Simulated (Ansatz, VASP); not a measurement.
One calculation of K, two programs

The input INCAR:

```
SYSTEM = K
PREC = Accurate ; ENCUT = 520
EDIFF = 1E-6 ; ISMEAR = 0
SIGMA = 0.15 ; LREAL = .FALSE.
LASPH = .TRUE. ; NELM = 60
ALGO = Fast ; ISIF = 2
LWAVE = .FALSE. ; LCHARG = .FALSE.
GGA = PE ; NBANDS = 10
```

The input KPOINTS:

```
Automatic mesh
0
G
  14 14 14
  0 0 0
```

File POSCAR:

```
K
1.0
   -2.6572700000      2.6572700000      2.5394600000
    2.6572700000     -2.6572700000      2.5394600000
    2.6572700000      2.6572700000     -2.5394600000
K
1
Direct
    0.0000000000      0.0000000000      0.0000000000
```

Input for Ansatz:

```yaml
crystal:
  lattice:
    - [-2.65727, 2.65727, 2.53946]
    - [2.65727, -2.65727, 2.53946]
    - [2.65727, 2.65727, -2.53946]
  atoms:
    - { symbol: K, position: [0.0, 0.0, 0.0] }
basis:
  ecutwfc: 420
kpoints:
  mp_grid: { grid: [14, 14, 14] }
hamiltonian:
  xc: pbe
scf:
  occupations: { method: gaussian, width: 0.15 }
output:
  forces: true
  stress: true
  eigenvalues: true
```

Change from the starting cell: strain +0.015 along x and y, -0.030 along z, atoms carried along.

Alike in both runs: task single point; functional PBE; k mesh 14 × 14 × 14; occupations gaussian, width 0.15 eV; no spin polarisation.

|  | VASP | Ansatz |
| --- | --- | --- |
| version | VASP 6.6.1 | Ansatz 0.2.0 |
| potentials or method | VASP PAW PBE potentials, release 64 (K_sv), cutoff 520 eV | scalar-relativistic, plane waves, PAW |
| valence electrons in the cell | 9 | 9 |

|  | VASP | Ansatz | Ansatz less VASP |
| --- | --- | --- | --- |
| gap on the k mesh at the Fermi level (eV) | none | none | - |
| pressure (GPa) | 0.1 | 0.1 | 0.00 |

A gap of «none» marks a metal or a gap that the smearing closes. With one functional, cell and mesh, what is left measures potentials, basis and numerics.
